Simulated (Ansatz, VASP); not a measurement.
## Two plane-wave programs on Te

Contents of INCAR:

```
PREC = Accurate
ENCUT = 600
EDIFF = 1E-6
ISMEAR = 0
SIGMA = 0.1
LREAL = False
LASPH = True
NELM = 100
ALGO = Normal
ISIF = 3
LWAVE = False
LCHARG = False
GGA = PE
IBRION = 2
NSW = 90
EDIFFG = -0.04
```

File KPOINTS:

```
regular mesh
0
Gamma
  4 4 4
```

File POSCAR:

```
Te
1.0
   -3.3227750900      3.3227750900      3.0957521700
    3.3227750900     -3.3227750900      3.0957521700
    3.3227750900      3.3227750900     -3.0957521700
Te
4
Direct
    0.8750000000      0.6250000000      0.2500000000
    0.3750000000      0.6250000000      0.7500000000
    0.3750000000      0.6250000000      0.2500000000
    0.3750000000      0.1250000000      0.7500000000
```

Input for Ansatz:

```yaml
crystal:
  lattice:
    - [-3.32277509, 3.32277509, 3.09575217]
    - [3.32277509, -3.32277509, 3.09575217]
    - [3.32277509, 3.32277509, -3.09575217]
  atoms:
    - { symbol: Te, position: [0.875, 0.625, 0.25] }
    - { symbol: Te, position: [0.375, 0.625, 0.75] }
    - { symbol: Te, position: [0.375, 0.625, 0.25] }
    - { symbol: Te, position: [0.375, 0.125, 0.75] }
basis:
  ecutwfc: 420
kpoints:
  mp_grid: { grid: [4, 4, 4] }
hamiltonian:
  xc: pbe
scf:
  occupations: { method: gaussian, width: 0.1 }
  lower_state_search: "off"
output:
  forces: true
  stress: true
  eigenvalues: true
relax:
  adjacent_minimum: "off"
  f_tol: 0.04
  max_steps: 70
  cell: { stress_tol: 0.4 }
```

Alike in both runs: task relaxation of cell and atoms; functional PBE; k mesh 4 × 4 × 4; occupations gaussian, width 0.1 eV; no spin polarisation.

```csv
,VASP,Ansatz
version,VASP 6.6.1,Ansatz 0.2.0
potentials or method,"VASP PAW PBE potentials, release 64 (Te), cutoff 600 eV","scalar-relativistic, plane waves, PAW"
valence electrons in the cell,24,64
```

Ansatz gave:

```
gap on the k mesh at the Fermi level, each at its own relaxed structure (eV) : none
relaxed volume (Å³/atom)                                                     : 44.74
relaxed length of the cell vector where the two differ most in proportion (Å)              : 6.169
```

What did VASP give for the same quantities?

gap on the k mesh at the Fermi level, each at its own relaxed structure (eV): none; relaxed volume (Å³/atom): 44.94; relaxed length of the cell vector where the two differ most in proportion (Å): 6.181.

A gap of «none» marks a metal or a gap that the smearing closes. VASP's potentials hold 24 valence electrons a cell and Ansatz's 64, so a difference there can come from the potentials and not from the codes.

Neither program's run includes spin-orbit coupling. Noted on VASP's run: the volume moved by over 15 % at a fixed basis, so the end points are rough.
